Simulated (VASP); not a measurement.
Wanted: the native input for a VASP 6.6.1 run.

```yaml
Task: single point
Functional: PBE
Potentials_or_basis: VASP PAW PBE potentials, release 64 (Bi_d, As, Se)
Cutoff: 520 eV
k_mesh: 4 × 4 × 4
Occupations: gaussian, width 0.1 eV
Spin: no spin polarisation
Dipole_correction: no
Further_INCAR_settings: ALGO = Normal; EDIFF = 1e-07; NBANDS = 20
```

The structure of BiAsSe lies in POSCAR:

```
BiAsSe
1.0
    4.7304186200      0.0000000000      0.0000000000
    0.0000000000      4.7304186200      0.0000000000
    0.0000000000      0.0000000000      3.7944080400
Bi As Se
1 1 1
Direct
    0.0000000000      0.0000000000      0.6041052800
    0.5000000000      0.5000000000      0.1372385500
    0.5000000000      0.5000000000      0.7801492800
```

The input as run:

INCAR

```
ALGO = Normal
EDIFF = 1E-7
ENCUT = 520
GGA = PE
ISIF = 2
ISMEAR = 0
LASPH = True
LCHARG = False
LREAL = False
LWAVE = False
NBANDS = 20
NELM = 100
PREC = Accurate
SIGMA = 0.1
```

KPOINTS

```
k-points
0
Gamma
  4 4 4
```

Potentials or basis: VASP PAW PBE potentials, release 64 (Bi_d, As, Se).

Run with:

```bash
$ cat potpaw_PBE.64/Bi_d/POTCAR potpaw_PBE.64/As/POTCAR potpaw_PBE.64/Se/POTCAR > POTCAR
$ mpirun -np 1 vasp_std > vasp.out
```

Results of the run:

```
Pressure               : 122.7 GPa
Largest force          : 135.455 eV/Å
Band gap on the k mesh : zero (band 13 reaches 5.58 eV, above the bottom of band 14 at 4.71 eV)
```

Caveat: the k points lie up to 0.41 Å⁻¹ apart; spin-orbit coupling is left out, which moves the levels of the heavy elements; forces of over 1 eV/Å act on the atoms, so gaps and moduli don't describe the material at rest.

Wall time 12 s on 1 thread of Intel(R) Xeon(R) 6975P-C (Granite Rapids), on a shared host, peak memory 0.19 GiB.
